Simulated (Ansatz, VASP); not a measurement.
## Two plane-wave programs on Si

File INCAR:

```
PREC     = Accurate       # precision mode
ENCUT    = 520            # plane-wave cutoff, eV
EDIFF    = 1E-6           # SCF threshold, eV
ISMEAR   = 0              # smearing method
SIGMA    = 0.05           # smearing width, eV
LREAL    = F              # projectors in reciprocal space
LASPH    = T              # aspherical terms in the spheres
NELM     = 80             # most SCF steps
ALGO     = Normal         # electronic algorithm
ISIF     = 2              # what is computed and relaxed
LWAVE    = F              # write WAVECAR
LCHARG   = F              # write CHGCAR
GGA      = PE             # functional
NBANDS   = 11             # bands
```

The input KPOINTS:

```
regular mesh
0
Gamma
  10 10 10
```

POSCAR

```
Si
1.0
    0.0000000000      2.6444049509      2.6444049509
    2.6444049509      0.0000000000      2.6444049509
    2.6444049509      2.6444049509      0.0000000000
Si
2
Direct
    0.5000000000      0.5000000000      0.5000000000
    0.7500000000      0.7500000000      0.7500000000
```

Input for Ansatz:

```yaml
crystal:
  lattice:
    - [0.0, 2.6444049509, 2.6444049509]
    - [2.6444049509, 0.0, 2.6444049509]
    - [2.6444049509, 2.6444049509, 0.0]
  atoms:
    - { symbol: Si, position: [0.5, 0.5, 0.5] }
    - { symbol: Si, position: [0.75, 0.75, 0.75] }
basis:
  ecutwfc: 420
kpoints:
  mp_grid: { grid: [10, 10, 10] }
hamiltonian:
  xc: pbe
scf:
  occupations: { method: gaussian, width: 0.05 }
output:
  forces: true
  stress: true
  eigenvalues: true
```

Alike in both runs: task single point; functional PBE; k mesh 10 × 10 × 10; occupations gaussian, width 0.05 eV; no spin polarisation.

|  | VASP | Ansatz |
| --- | --- | --- |
| version | VASP 6.6.1 | Ansatz 0.2.0 |
| potentials or method | VASP PAW PBE potentials, release 64 (Si), cutoff 520 eV | scalar-relativistic, plane waves, PAW |
| valence electrons in the cell | 8 | 8 |

Ansatz gave:

```
gap on the k mesh at the Fermi level (eV) : 0.43
least direct gap on the mesh (eV)         : 2.59
pressure (GPa)                            : 11.1
```

Which values does VASP return?

gap on the k mesh at the Fermi level (eV): 0.43; least direct gap on the mesh (eV): 2.59; pressure (GPa): 11.0.
